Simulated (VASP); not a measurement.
A run of VASP 6.6.1 is set up as follows.

INCAR

```
SYSTEM = BN
PREC = Accurate
ENCUT = 520
EDIFF = 1E-6
ISMEAR = 0
SIGMA = 0.01
LREAL = .FALSE.
LASPH = .TRUE.
NELM = 60
ALGO = Normal
ISIF = 2
LWAVE = .FALSE.
LCHARG = .TRUE.
GGA = CA
LELF = .TRUE.
LVHAR = .TRUE.
NBANDS = 11
```

File KPOINTS:

```
Automatic mesh
0
G
  12 12 12
  0 0 0
```

Contents of POSCAR:

```
BN
1.0
    1.2436471685      0.7180200275      3.1629279037
   -1.2436471685      0.7180200275      3.1629279037
    0.0000000000     -1.4360400550      3.1629279037
B N
1 1
Direct
    0.9997901293      0.9997901293      0.9997901293
    0.3326428707      0.3326428707      0.3326428707
```

Potentials or basis: VASP PAW LDA potentials, release 64 (B, N).

Command:

```console
$ cat potpaw_LDA.64/B/POTCAR potpaw_LDA.64/N/POTCAR > POTCAR
$ mpirun -np 1 vasp_std > vasp.out
```

(1) Predict the pressure.

(2) Estimate the band gap on the k mesh.

Results:

(1) 1.1 GPa.

(2) 3.96 eV (least direct gap 4.62 eV).
